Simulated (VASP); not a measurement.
Set up this calculation in VASP 6.6.1, as the native input.

```yaml
Task: single point
Functional: LDA
Potentials_or_basis: VASP PAW LDA potentials, release 64 (Sn_d, O)
Cutoff: 520 eV
k_mesh: 6 × 6 × 8
Occupations: gaussian, width 0.02 eV
Spin: no spin polarisation
Dipole_correction: no
Further_INCAR_settings: ALGO = Normal; EDIFF = 1e-07; NBANDS = 35
```

The structure of SnO2 lies in POSCAR:

```
SnO2
1.0
    4.8156969079      0.0000000000      0.0000000000
    0.0000000000      4.8187314121      0.0000000000
    0.0000000000      0.0000000000      3.1517391717
Sn O
2 4
Direct
    0.5000000000      0.5000000000      0.5000000000
    0.0000000000      0.0000000000      0.0000000000
    0.3055669690      0.3065721193      0.0000000000
    0.8055669690      0.1934278807      0.5000000000
    0.1944330310      0.8065721193      0.5000000000
    0.6944330310      0.6934278807      0.0000000000
```

This cell differs from its parent crystal: biaxial strain in the a-b plane: +2.0 %.

These files were run (other wordings do the same):

INCAR

```
PREC = Accurate
ENCUT = 520
EDIFF = 1E-7
ISMEAR = 0
SIGMA = 0.02
LREAL = False
LASPH = True
NELM = 60
ALGO = Normal
ISIF = 2
LWAVE = False
LCHARG = False
NBANDS = 35
```

KPOINTS

```
Automatic mesh
0
Gamma
  6 6 8
```

Potentials or basis: VASP PAW LDA potentials, release 64 (Sn_d, O).

Command:

```bash
$ cat potpaw_LDA.64/Sn_d/POTCAR potpaw_LDA.64/O/POTCAR > POTCAR
$ mpirun -np 1 vasp_std > vasp.out
```

Results of the run:

* Pressure: -3.3 GPa
* Largest force: 0.017 eV/Å
* Band gap on the k mesh: 0.99 eV

Caveat: the cell differs from its parent crystal (biaxial strain in the a-b plane: +2.0 %); the cell stands under tension; spin-orbit coupling is left out, which moves the levels of the heavy elements.

It took 86 s on 1 thread of Intel(R) Xeon(R) Platinum 8488C (Sapphire Rapids) (shared host), peak memory 0.26 GiB.
